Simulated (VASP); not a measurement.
# Nb3Pd (Cmmm) in VASP: notebook, part 2 of 2

VASP 6.6.1.

### 3 Single point, LDA

The input, INCAR:

```
SYSTEM = Nb3Pd
PREC = Accurate ; ENCUT = 500
EDIFF = 1E-6 ; ISMEAR = 1
SIGMA = 0.15 ; LREAL = .False.
LASPH = .True. ; NELM = 120
ALGO = Normal ; ISIF = 2
LWAVE = .False. ; LCHARG = .True.
LELF = .True. ; LVHAR = .True.
NBANDS = 32 ; GGA_COMPAT = .False.
```

The input, KPOINTS:

```
Automatic mesh
0
Gamma
  9 9 3
  0 0 0
```

The input, POSCAR:

```
Nb3Pd
1.0
    1.7225924500     -2.2173624700      0.0000000000
    1.7225924500      2.2173624700      0.0000000000
    0.0000000000      0.0000000000      9.0767139700
Nb Pd
3 1
Direct
    0.5000000000      0.5000000000      0.7602057000
    0.5000000000      0.5000000000      0.2397943000
    0.0000000000      0.0000000000      0.5000000000
    0.0000000000      0.0000000000      0.0000000000
```

Potentials or basis: VASP PAW LDA potentials, release 64 (Nb_sv, Pd).

Command:

```
$ cat potpaw_LDA.64/Nb_sv/POTCAR potpaw_LDA.64/Pd/POTCAR > POTCAR
$ mpirun -np 1 vasp_std > vasp.out
```

OUTCAR:

```text
SYSTEM = Nb3Pd
   PREC = Accurate
   ENCUT = 500
   EDIFF = 1E-6
   ISMEAR = 1
   LREAL = .False.
   LASPH = .True.
   NELM = 120
   ISIF = 2

 ion  position               nearest neighbor table
   1  0.500  0.500  0.760-   4 2.78   4 2.78   3 2.92   3 2.92   4 3.11   4 3.11
   2  0.500  0.500  0.240-   4 2.78   4 2.78   3 2.92   3 2.92   4 3.11   4 3.11
   3  0.000  0.000  0.500-   1 2.92   2 2.92   1 2.92   2 2.92
   4  0.000  0.000  0.000-   1 2.78   2 2.78   1 2.78   2 2.78   1 3.11   2 3.11   1 3.11   2 3.11

  LATTYP: Found a base centered orthorhombic cell.
 ALAT       =     3.4451849000
 B/A-ratio  =     1.2872240732
 C/A-ratio  =     2.6346086592

  Lattice vectors:

 A1 = (   1.7225924500,  -2.2173624700,   0.0000000000)
 A2 = (   1.7225924500,   2.2173624700,   0.0000000000)
 A3 = (   0.0000000000,   0.0000000000,   9.0767139700)

Analysis of symmetry for initial positions (statically):
=====================================================================
 Subroutine PRICEL returns:
 Original cell was already a primitive cell.

 Routine SETGRP: Setting up the symmetry group for a
 base centered orthorhombic supercell.

 Subroutine GETGRP returns: Found  8 space group operations
 (whereof  8 operations were pure point group operations)
 out of a pool of  8 trial point group operations.

The static configuration has the point symmetry D_2h.

Analysis of symmetry for dynamics (positions and initial velocities):
=====================================================================
 Subroutine PRICEL returns:
 Original cell was already a primitive cell.

 Routine SETGRP: Setting up the symmetry group for a
 base centered orthorhombic supercell.

 Subroutine GETGRP returns: Found  8 space group operations
 (whereof  8 operations were pure point group operations)
 out of a pool of  8 trial point group operations.

The dynamic configuration has the point symmetry D_2h.

[... 120 lines left out ...]
   IMIX   =      4    mixing-type and parameters
     AMIX     =   0.40;   BMIX     =  1.00
     AMIX_MAG =   1.60;   BMIX_MAG =  1.00
  volume/ion in A,a.u.               =      17.33       116.98
  Fermi-wavevector in a.u.,A,eV,Ry     =   1.458190  2.755580 28.930329  2.126319
  Thomas-Fermi vector in A             =   2.574904
   LORBIT       =      0    0 simple, 1 ext, 2 COOP (PROOUT), +10 PAW based schemes
   GGA     = CA    functional components
   LHFCALC =     F    Hartree Fock is set to
   AEXX    =    0.0000 exact exchange contribution
   IVDW    =     0    specifies the selected vdW correction
   LEPSILON=     F    determine dielectric tensor
   LRPA    =     F    only Hartree local field effects (RPA)
 non-spin polarized calculation
 Methfessel and Paxton  Order N= 1 SIGMA  =   0.15
  energy-cutoff  :      500.00
  volume of cell :       69.34
 maximum number of plane-waves:      1784
   NGX = 11   NGY = 11   NGZ = 33

 number of electron      48.9999998 magnetization

 Free energy of the ion-electron system (eV)
  ---------------------------------------------------
  ext. energy  EPLUGINS =         0.00000000
  ---------------------------------------------------
  free energy    TOTEN  =       -40.83685083 eV

  energy without entropy =      -40.83114612  energy(sigma->0) =      -40.83494926

 E-fermi :  10.7932     XC(G=0): -12.8435

 val. band max:       10.7791969313   @ k =  -0.2222   0.1111   0.0000
 cond. band min:      10.7947899700   @ k =   0.3333   0.1111   0.3333
 fundamental gap:      0.0155930387
 Fermi energy:        10.7931610880

 k-point     1 :       0.0000    0.0000    0.0000
  band No.  band energies     occupation
      1     -43.5343      2.00000
      2     -43.5173      2.00000
      3     -43.1729      2.00000
      4     -20.0842      2.00000
      5     -19.8137      2.00000
      6     -19.2801      2.00000
[... 829 lines left out ...]
     31      16.1082      0.00000
     32      16.2201      0.00000

 [... further k-points ...]

------------------------ aborting loop because EDIFF is reached ----------------------------------------

  FORCE on cell =-STRESS in cart. coord.  units (eV):
  Direction    XX          YY          ZZ          XY          YZ          ZX
  --------------------------------------------------------------------------------------
  -------------------------------------------------------------------------------------
  Total       -4.9571909     -4.9088465     -4.7600177     -0.0000000      0.0000000      0.0000000
  in kB     -114.5429464   -113.4258789   -109.9869784     -0.0000000      0.0000000      0.0000000
  external PRESSURE =    -112.6519346 kB  Pullay stress =       0.0000000 kB

 VOLUME and BASIS-vectors are now :
 -----------------------------------------------------------------------------
  energy-cutoff  :      500.00
  volume of cell :       69.34
      direct lattice vectors                 reciprocal lattice vectors
     1.722592450 -2.217362470  0.000000000     0.290260183 -0.225493128  0.000000000
     1.722592450  2.217362470  0.000000000     0.290260183  0.225493128  0.000000000
     0.000000000  0.000000000  9.076713970     0.000000000  0.000000000  0.110172030

 POSITION                                       TOTAL-FORCE (eV/Angst)
 -----------------------------------------------------------------------------------
      1.72259      0.00000      6.90017        -0.000000      0.000000      0.062315
      1.72259      0.00000      2.17654         0.000000      0.000000     -0.062315
      0.00000      0.00000      4.53836        -0.000000      0.000000     -0.000000
      0.00000      0.00000      0.00000        -0.000000      0.000000     -0.000000
 -----------------------------------------------------------------------------------
    total drift:                                0.000000      0.000000      0.000000

  FREE ENERGIE OF THE ION-ELECTRON SYSTEM (eV)
  ---------------------------------------------------
  free  energy   TOTEN  =       -40.8368508342 eV

  energy  without entropy=      -40.8311461158  energy(sigma->0) =      -40.83494926
```

Wall time 80 s (1 thread of Intel Xeon Platinum 8375C at 2.90GHz (Ice Lake), shared host); peak memory 0.21 GiB.

What came out:

```
Free energy            : -40.8369 eV
Pressure               : -11.3 GPa
Largest force          : 0.062 eV/Å
Band gap on the k mesh : zero (an odd number of electrons rules out a gap without spin polarisation)
```

Forces on the atoms (eV/Å):
```
Nb   0.000  0.000  0.062
Nb   0.000  0.000 -0.062
Nb   0.000  0.000  0.000
Pd   0.000  0.000  0.000
```

Levels at points of the mesh, in eV from the Fermi level:
| k point | band 22 | band 23 | band 24 | band 25 | band 26 | band 27 |
| --- | --- | --- | --- | --- | --- | --- |
| (0.00, 0.00, 0.00) | -1.62 | -1.55 | -0.66 | -0.26 | 0.47 | 1.43 |

Caveat: the cell stands under tension.
